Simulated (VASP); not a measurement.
# Cr (Im-3m) in VASP: electric field gradients with r2SCAN

Aim: the electric field gradients of Cr with r2SCAN.

Everything below comes from runs of VASP 6.6.1. Logs are shortened: lines on timing, memory, paths and dates and some standing lists are left out, and cuts for length are marked.

### Step 1. The cell of the first run

It takes space group Im-3m (No. 229, cubic). Conventional cell: a = 2.959 Å, b = 2.959 Å, c = 2.959 Å, α = 90.00°, β = 90.00°, γ = 90.00°. Cr (site symmetry m-3m) has 14 Cr at 2.56 to 2.96 Å within 3.4 Å.

### Step 2. Electric field gradients, r2SCAN, collinear spin, antiferromagnetic start

Contents of POSCAR:

```
Cr
1.0
    2.9593618955      0.0000000000      0.0000000000
    0.0000000000      2.9593618955      0.0000000000
    0.0000000000      0.0000000000      2.9593618955
Cr
2
Direct
    0.0000000000      0.0000000000      0.0000000000
    0.5000000000      0.5000000000      0.5000000000
```

Contents of INCAR.step1:

```
ALGO = Normal
EDIFF = 1E-4
ENCUT = 520
GGA = PE
ISMEAR = 0
ISPIN = 2
LASPH = T
LCHARG = F
LMAXMIX = 4
LREAL = F
LWAVE = T
MAGMOM = 2.75 -2.75
NBANDS = 23
NELM = 150
PREC = Accurate
SIGMA = 0.05
```

Contents of INCAR.step2:

```
ALGO = Normal
EDIFF = 1E-8
ENCUT = 520
ISIF = 2
ISMEAR = 0
ISPIN = 2
ISTART = 1
LASPH = T
LCHARG = F
LEFG = T
LMAXMIX = 4
LMIXTAU = T
LORBIT = 11
LREAL = F
LWAVE = F
MAGMOM = 2.75 -2.75
METAGGA = R2SCAN
NBANDS = 23
NELM = 150
PREC = Accurate
SIGMA = 0.05
```

Contents of KPOINTS:

```
k-points
0
Gamma
  16 16 16
```

Potentials or basis: VASP PAW PBE potentials, release 64 (Cr_pv).

Launch:

```bash
cat potpaw_PBE.64/Cr_pv/POTCAR > POTCAR
cp INCAR.step1 INCAR
mpirun -np 1 vasp_std > vasp.out
cp INCAR.step2 INCAR
mpirun -np 1 vasp_std > vasp.out
```

OUTCAR:

```text
EDIFF = 1E-8
   ENCUT = 520
   ISIF = 2
   ISMEAR = 0
   ISPIN = 2
   ISTART = 1
   LASPH = T
   LORBIT = 11
   LREAL = F
   METAGGA = R2SCAN
   NELM = 150
   PREC = Accurate

 ion  position               nearest neighbor table
   1  0.000  0.000  0.000-   2 2.56   2 2.56   2 2.56   2 2.56   2 2.56   2 2.56   2 2.56   2 2.56

   2  0.500  0.500  0.500-   1 2.56   1 2.56   1 2.56   1 2.56   1 2.56   1 2.56   1 2.56   1 2.56

  LATTYP: Found a simple cubic cell.
 ALAT       =     2.9593618955

  Lattice vectors:

 A1 = (   2.9593618955,   0.0000000000,   0.0000000000)
 A2 = (   0.0000000000,   2.9593618955,   0.0000000000)
 A3 = (   0.0000000000,   0.0000000000,   2.9593618955)

Analysis of symmetry for initial positions (statically):
=====================================================================
 Subroutine PRICEL returns following result:

  LATTYP: Found a body centered cubic cell.
 ALAT       =     2.9593618955
[... 12 lines left out ...]
 Subroutine GETGRP returns: Found 48 space group operations
 (whereof 48 operations were pure point group operations)
 out of a pool of 48 trial point group operations.

The static configuration has the point symmetry O_h .

Analysis of symmetry for dynamics (positions and initial velocities):
=====================================================================
 Subroutine PRICEL returns following result:

  LATTYP: Found a body centered cubic cell.
 ALAT       =     2.9593618955
[... 12 lines left out ...]
 Subroutine GETGRP returns: Found 48 space group operations
 (whereof 48 operations were pure point group operations)
 out of a pool of 48 trial point group operations.

The dynamic configuration has the point symmetry O_h .

Analysis of structural, dynamic, and magnetic symmetry:
=====================================================================
 Subroutine PRICEL returns following result:

  LATTYP: Found a body centered cubic cell.
 ALAT       =     2.9593618955
[... 12 lines left out ...]
 Subroutine GETGRP returns: Found 48 space group operations
 (whereof 48 operations were pure point group operations)
 out of a pool of 48 trial point group operations.
[... 163 lines left out ...]
      3     -36.3481      1.00000
      4     -32.9392      1.00000
      5     -32.9392      1.00000
      6     -32.9392      1.00000
[... 613 lines left out ...]
     22      24.3016      0.00000
     23      27.2312      0.00000

 [... further k-points ...]

 spin component 2

 k-point     1 :       0.0000    0.0000    0.0000
  band No.  band energies     occupation
      1     -36.3481      1.00000
      2     -36.3481      1.00000
      3     -36.3481      1.00000
      4     -32.9392      1.00000
      5     -32.9392      1.00000
      6     -32.9392      1.00000
[... 613 lines left out ...]
     22      24.3016      0.00000
     23      27.2312      0.00000

 [... further k-points ...]

------------------------ aborting loop because EDIFF is reached ----------------------------------------

  FORCE on cell =-STRESS in cart. coord.  units (eV):
  Direction    XX          YY          ZZ          XY          YZ          ZX
  --------------------------------------------------------------------------------------
  -------------------------------------------------------------------------------------
  Total        0.0800437      0.0800437      0.0800437      0.0000000      0.0000000     -0.0000000
  in kB        4.9481566      4.9481566      4.9481566      0.0000000      0.0000000     -0.0000000
  external PRESSURE =       4.9481566 kB  Pullay stress =       0.0000000 kB

 VOLUME and BASIS-vectors are now :
 -----------------------------------------------------------------------------
  energy-cutoff  :      520.00
  volume of cell :       25.92
      direct lattice vectors                 reciprocal lattice vectors
     2.959361895  0.000000000  0.000000000     0.337910683  0.000000000  0.000000000
     0.000000000  2.959361895  0.000000000     0.000000000  0.337910683  0.000000000
     0.000000000  0.000000000  2.959361895     0.000000000  0.000000000  0.337910683

 POSITION                                       TOTAL-FORCE (eV/Angst)
 -----------------------------------------------------------------------------------
      0.00000      0.00000      0.00000        -0.000000      0.000000     -0.000000
      1.47968      1.47968      1.47968         0.000000     -0.000000      0.000000
 -----------------------------------------------------------------------------------
    total drift:                                0.000000      0.000000     -0.000000

  FREE ENERGIE OF THE ION-ELECTRON SYSTEM (eV)
  ---------------------------------------------------
  free  energy   TOTEN  =       -30.1457910352 eV

  energy  without entropy=      -30.1454160029  energy(sigma->0) =      -30.14560352

 Electric field gradients (V/A^2)
---------------------------------------------------------------------
 ion       V_xx      V_yy      V_zz      V_xy      V_xz      V_yz
---------------------------------------------------------------------
   1      -0.000     0.000     0.000    -0.000    -0.000    -0.000
   2      -0.000     0.000     0.000    -0.000     0.000    -0.000
---------------------------------------------------------------------

 Electric field gradients after diagonalization (V/A^2)
 (convention: |V_zz| > |V_xx| > |V_yy|)
----------------------------------------------------------------------
 ion       V_xx      V_yy      V_zz     asymmetry (V_yy - V_xx)/ V_zz
----------------------------------------------------------------------
   1      -0.000     0.000     0.000       0.276
   2      -0.000     0.000     0.000       0.165
----------------------------------------------------------------------

           NMR quadrupolar parameters

 Cq : quadrupolar parameter    Cq=e*Q*V_zz/h
 eta: asymmetry parameters     (V_yy - V_xx)/ V_zz
 Q  : nuclear electric quadrupole moment in mb (millibarn)
----------------------------------------------------------------------
 ion       Cq(MHz)       eta       Q (mb)
----------------------------------------------------------------------
   1       0.000       0.276       1.000
   2       0.000       0.165       1.000
----------------------------------------------------------------------

 total charge

# of ion       s       p       d       tot
------------------------------------------
    1        0.656   6.355   4.070  11.081
    2        0.656   6.355   4.070  11.081
--------------------------------------------------
tot          1.313  12.709   8.141  22.163

 magnetization (x)

# of ion       s       p       d       tot
------------------------------------------
    1        0.095   0.043   2.538   2.676
    2       -0.095  -0.043  -2.538  -2.676
--------------------------------------------------
tot          0.000   0.000   0.000   0.000
```

OSZICAR.step1:

```text
N       E                     dE             d eps       ncg     rms          rms(c)
DAV:   1     0.245162839521E+03    0.24516E+03   -0.13301E+04 15204   0.125E+03
DAV:   2    -0.134819799009E+02   -0.25864E+03   -0.24929E+03 15383   0.377E+02
DAV:   3    -0.215013881154E+02   -0.80194E+01   -0.79650E+01 18456   0.789E+01
DAV:   4    -0.215761800872E+02   -0.74792E-01   -0.74698E-01 17653   0.753E+00
DAV:   5    -0.215772790175E+02   -0.10989E-02   -0.10974E-02 16718   0.879E-01    0.184E+01
DAV:   6    -0.187955851979E+02    0.27817E+01   -0.92893E+00 16167   0.356E+01    0.752E+00
DAV:   7    -0.189520393087E+02   -0.15645E+00   -0.56921E-01 16237   0.705E+00    0.384E+00
DAV:   8    -0.189612047163E+02   -0.91654E-02   -0.27282E-02 16853   0.136E+00    0.953E-01
DAV:   9    -0.189563867896E+02    0.48179E-02   -0.36549E-02 16678   0.981E-01    0.429E-01
DAV:  10    -0.189574635860E+02   -0.10768E-02   -0.47439E-03 17385   0.438E-01    0.151E-01
DAV:  11    -0.189576424490E+02   -0.17886E-03   -0.10492E-03 16365   0.188E-01    0.848E-02
DAV:  12    -0.189576895018E+02   -0.47053E-04   -0.68000E-04 14284   0.113E-01
   1 F= -.18957690E+02 E0= -.18957323E+02  d E =-.732266E-03  mag=    -0.0000
```

It took 16 min on 1 thread of Intel Xeon 8259CL, shared host; peak memory 0.26 GiB.

Results:

```yaml
Free_energy: -30.1458 eV
Pressure: 0.5 GPa
Band_gap_on_the_k_mesh: zero (filled and empty bands overlap)
Net_moment: 0.00 μB per cell
Site_moments: Cr +2.68, -2.68 μB
Largest_electric_field_gradient_by_atom: zero within the noise of the run
Valence_electrons_inside_the_program's_atomic_spheres: Cr 11.08
```

Caveat: the PAW data sets were made with another functional, which shifts forces and pressure a little.
